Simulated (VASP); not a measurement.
Mg3Se4:

```xyz
7
Lattice="4.0000 0.0000 0.0000 -2.0000 3.4641 0.0000 0.0000 0.0000 11.2700" Properties=species:S:1:pos:R:3 pbc="T T T"
Mg    0.0000    0.0000    0.0000
Mg    2.0000    1.1547    8.3173
Mg    0.0000    2.3094    2.9527
Se    0.0000    2.3094    9.8613
Se    2.0000    1.1547    1.4087
Se    0.0000    0.0000    4.4291
Se    0.0000    0.0000    6.8409
```

```yaml
Program: VASP 6.6.1
Task: relaxation of cell and atoms
Functional: PBE
Potentials_or_basis: VASP PAW PBE potentials, release 64 (Mg, Se)
Cutoff: 600 eV
k_mesh: 5 × 5 × 2
Occupations: gaussian, width 0.2 eV
Spin: no spin polarisation
```

At the start: pressure 0.7 GPa; volume 22.31 Å³/atom.

How do energy, volume and symmetry change on relaxing?

Over 9 steps the energy falls by 45.8 meV/atom and the volume is 22.69 Å³/atom (+1.7 %); space group P-3m1 (No. 164, to 0.1 Å) before and after.

The path:
| step | energy change (eV) | largest force (eV/Å) | pressure (GPa) | volume (Å³) |
| --- | --- | --- | --- | --- |
| 1 | 0.0000 | 1.0361 | 0.73 | 156.16 |
| 2 | -0.1351 | 0.7733 | -0.20 | 158.48 |
| 3 | -0.2355 | 0.5970 | -1.65 | 163.27 |
| 4 | -0.2987 | 0.1659 | 0.45 | 157.73 |
| 5 | -0.2998 | 0.2334 | 0.18 | 158.36 |
| 6 | -0.3152 | 0.0660 | 0.09 | 158.58 |
| 7 | -0.3199 | 0.1128 | 0.01 | 158.78 |
| 8 | -0.3200 | 0.1103 | -0.10 | 158.87 |
| 9 | -0.3208 | 0.0251 | -0.05 | 158.82 |

Final structure:
```cif
data_structure
_symmetry_space_group_name_H-M 'P 1'
_symmetry_Int_Tables_number 1
_cell_length_a 4.0374
_cell_length_b 4.0374
_cell_length_c 11.2505
_cell_angle_alpha 90.000
_cell_angle_beta 90.000
_cell_angle_gamma 120.000
_cell_volume 158.82
loop_
_atom_site_label
_atom_site_type_symbol
_atom_site_fract_x
_atom_site_fract_y
_atom_site_fract_z
_atom_site_occupancy
Mg1 Mg 0.00000 0.00000 0.00000 1
Mg2 Mg 0.66667 0.33333 0.71841 1
Mg3 Mg 0.33333 0.66667 0.28159 1
Se1 Se 0.33333 0.66667 0.86240 1
Se2 Se 0.66667 0.33333 0.13760 1
Se3 Se 0.00000 0.00000 0.39331 1
Se4 Se 0.00000 0.00000 0.60669 1
```
